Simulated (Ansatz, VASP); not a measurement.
**H8Os3: VASP beside Ansatz**

```xyz
11
Lattice="5.2352 0.0000 0.0000 0.0000 5.2352 0.0000 0.0000 0.0000 5.2352" Properties=species:S:1:pos:R:3 pbc="T T T"
H     1.0447    0.0000    0.0000
H     4.1906    0.0000    0.0000
H     0.0000    1.0447    0.0000
H     0.0000    4.1906    0.0000
H     0.0000    0.0000    1.0447
H     0.0000    0.0000    4.1906
H     0.0000    0.0000    0.0000
H     2.6176    2.6176    2.6176
Os    2.6176    0.0000    0.0000
Os    0.0000    2.6176    0.0000
Os    0.0000    0.0000    2.6176
```

Alike in both runs: functional PBE; k mesh 4 × 4 × 4; occupations gaussian, width 0.1 eV; no spin polarisation.

Ansatz relaxed the structure, and its values are those at the end. VASP's run is a single point on that final structure, the one shown.

```csv
,VASP,Ansatz
version,VASP 6.6.1,Ansatz 0.2.0
potentials or method,"VASP PAW PBE potentials, release 64 (H, Os_sv_GW), cutoff 500 eV","scalar-relativistic, plane waves, PAW"
valence electrons in the cell,56,56
```

Ansatz gave:

```
gap on the k mesh at the Fermi level (eV) : none
pressure (GPa)                            : -0.1
rms of the force components (eV/Å)        : 0.003
```

Task: Estimate VASP's values.

Result: gap on the k mesh at the Fermi level (eV): none; pressure (GPa): -0.9; rms of the force components (eV/Å): 0.000.

A gap of «none» marks a metal or a gap that the smearing closes.

Spin-orbit coupling is off throughout.
